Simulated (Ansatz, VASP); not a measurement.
Two plane-wave programs on TlCl

POSCAR

```
TlCl
1.0
    3.7936346945      0.0000000000      0.0000000000
    0.0000000000      3.7936346945      0.0000000000
    0.0000000000      0.0000000000      3.7936346945
Tl Cl
1 1
Direct
    0.0000000000      0.0000000000      0.0000000000
    0.5000000000      0.5000000000      0.5000000000
```

The input INCAR.step1:

```
ALGO = Normal
EDIFF = 1E-5
ENCUT = 400
GGA = PE
GGA_COMPAT = False
ISIF = 2
ISMEAR = 0
LASPH = True
LREAL = False
LWAVE = True
NBANDS = 17
NELM = 120
PREC = Accurate
SIGMA = 0.01
```

Contents of INCAR.step2:

```
ALGO = Normal
EDIFF = 1E-6
ENCUT = 400
GGA = PE
GGA_COMPAT = False
HFSCREEN = 0.2079
ISIF = 2
ISMEAR = 0
ISTART = 1
LASPH = True
LCHARG = True
LELF = True
LHFCALC = True
LREAL = False
LVHAR = True
LWAVE = False
NBANDS = 17
NELM = 120
PREC = Accurate
PRECFOCK = Normal
SIGMA = 0.01
```

File KPOINTS:

```
k-points
0
Gamma
  4 4 4
```

Input for Ansatz:

```yaml
crystal:
  lattice:
    - [3.7936346945, 0.0, 0.0]
    - [0.0, 3.7936346945, 0.0]
    - [0.0, 0.0, 3.7936346945]
  atoms:
    - { symbol: Tl, position: [0.0, 0.0, 0.0] }
    - { symbol: Cl, position: [0.5, 0.5, 0.5] }
kpoints:
  mp_grid: { grid: [4, 4, 4] }
  band_path:
    path:
      - [0.0, 0.0, 0.0]
      - [0.0, 0.5, 0.0]
      - [0.5, 0.5, 0.0]
      - [0.5, 0.5, 0.5]
      - [0.0, 0.0, 0.5]
    npoints: 1
hamiltonian:
  xc: hse06
scf:
  occupations: { method: fixed }
  n_extra_bands: 4
output:
  forces: true
  stress: true
  eigenvalues: true
  write_density: true
  write_potential: true
  elf: true
  volumetric_format: npy
```

Alike in both runs: task single point; functional HSE06; k mesh 4 × 4 × 4; no spin polarisation.

```csv
,VASP,Ansatz
version,VASP 6.6.1,Ansatz 0.2.0
potentials or method,"VASP PAW PBE potentials, release 64 (Tl_d, Cl)","plane waves, PAW"
plane-wave cutoff (eV),400,420
occupations,"gaussian, width 0.01 eV",fixed
valence electrons in the cell,20,20
```

Ansatz gave:

* gap on the k mesh at the Fermi level (eV): 2.74
* pressure (GPa): 2.0

Estimate VASP's values.

gap on the k mesh at the Fermi level (eV): 2.74; pressure (GPa): 1.9.

Ansatz's warnings: stress exchange threshold loose, stress scf threshold loose.

Spin-orbit coupling is off throughout.
